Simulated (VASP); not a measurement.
Crystal: W.

```xyz
1
Lattice="0.0000 1.9936 1.9936 1.9936 0.0000 1.9936 1.9936 1.9936 0.0000" Properties=species:S:1:pos:R:3 pbc="T T T"
W     0.0000    0.0000    0.0000
```

| Property | Result |
| --- | --- |
| Program | VASP 6.6.1 |
| Task | relaxation of cell and atoms |
| Functional | revPBE |
| Potentials or basis | VASP PAW PBE potentials, release 64 (W_sv) |
| Cutoff | 600 eV |
| k mesh | 14 × 14 × 14 |
| Occupations | fermi-dirac, width 0.1 eV |
| Spin | no spin polarisation |

At the start: pressure 15.0 GPa; volume 15.85 Å³/atom.

Q: Where does the relaxation end?

A: Over 4 steps the energy falls by 35.7 meV/atom and the volume is 16.65 Å³/atom (+5.0 %); space group Fm-3m (No. 225, to 0.05 Å).

The path:
| step | energy change (eV) | largest force (eV/Å) | pressure (GPa) | volume (Å³) |
| --- | --- | --- | --- | --- |
| 1 | 0.0000 | 0.0000 | 15.03 | 15.85 |
| 2 | 0.2892 | 0.0000 | -31.61 | 19.51 |
| 3 | -0.0355 | 0.0000 | -0.90 | 16.70 |
| 4 | -0.0357 | 0.0000 | -0.07 | 16.65 |

Final structure:
```
W
1.0
     0.00000    2.02652    2.02652
     2.02652    0.00000    2.02652
     2.02652    2.02652    0.00000
W
1
Direct
  0.00000 0.00000 0.00000
```

Caveat: the PAW data sets were made with another functional, which shifts forces and pressure a little.
